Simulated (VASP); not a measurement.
A run of VASP 6.6.1 is set up as follows.

File POSCAR:

```
V
1.0
    0.0000000000      2.6863210762      2.6863210762
    2.6863210762      0.0000000000      2.6863210762
    2.6863210762      2.6863210762      0.0000000000
V
2
Direct
    0.1250000000      0.1250000000      0.1250000000
    0.8750000000      0.8750000000      0.8750000000
```

The input INCAR.step1:

```
SYSTEM = V
PREC = Accurate ; ENCUT = 520
ISMEAR = -1 ; SIGMA = 0.1
LREAL = .False. ; LASPH = .True.
NELM = 100 ; NBANDS = 20
GGA = PE ; ALGO = Normal
EDIFF = 1E-4 ; LWAVE = .True.
LCHARG = .False.
```

INCAR.step2

```
SYSTEM = V
PREC = Accurate ; ENCUT = 520
EDIFF = 1E-7 ; ISMEAR = -1
SIGMA = 0.1 ; LREAL = .False.
LASPH = .True. ; NELM = 100
ALGO = Normal ; ISIF = 2
LWAVE = .False. ; LCHARG = .False.
METAGGA = R2SCAN ; LMIXTAU = .True.
NBANDS = 20 ; ISTART = 1
```

File KPOINTS:

```
regular mesh
0
Gamma
  12 12 12
  0 0 0
```

Potentials or basis: VASP PAW PBE potentials, release 64 (V_sv).

Command:

```console
$ cat potpaw_PBE.64/V_sv/POTCAR > POTCAR
$ cp INCAR.step1 INCAR
$ mpirun -np 1 vasp_std > vasp.out
$ cp INCAR.step2 INCAR
$ mpirun -np 1 vasp_std > vasp.out
```

Problem. Predict the band gap on the k mesh.

Solution. Zero (bands 13 and 14 overlap by 1.01 eV).

Problem. What does it give for the pressure?

Solution. -3.5 GPa.

Caveat: the cell stands under tension; the PAW data sets were made with another functional, which shifts forces and pressure a little.
